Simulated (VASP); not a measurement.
Here is a VASP 6.6.1 calculation.

Contents of INCAR:

```
PREC = Accurate
ENCUT = 520
EDIFF = 1E-7
ISMEAR = 0
SIGMA = 0.15
LREAL = False
LASPH = True
NELM = 150
ALGO = Normal
ISIF = 2
LWAVE = False
LCHARG = False
ISPIN = 2
MAGMOM = 0 0 0.125
LORBIT = 11
NUPDOWN = 0.125
LMAXMIX = 4
GGA = CA
NBANDS = 20
```

Contents of KPOINTS:

```
regular mesh
0
Gamma
  14 14 14
```

The input POSCAR:

```
Si2Ni
1.0
    0.0000000000      2.7784916684      2.7784916684
    2.7784916684      0.0000000000      2.7784916684
    2.7784916684      2.7784916684      0.0000000000
Si Ni
2 1
Direct
    0.2500000000      0.2500000000      0.2500000000
    0.7500000000      0.7500000000      0.7500000000
    0.0000000000      0.0000000000      0.0000000000
```

Potentials or basis: VASP PAW LDA potentials, release 64 (Si, Ni).

The run is started by

```sh
$ cat potpaw_LDA.64/Si/POTCAR potpaw_LDA.64/Ni/POTCAR > POTCAR
$ mpirun -np 1 vasp_std > vasp.out
```

Task: What does it give for the pressure?

Result: -14.4 GPa.

Caveat: the cell stands under tension; the total moment is fixed, so each spin has its own Fermi level.
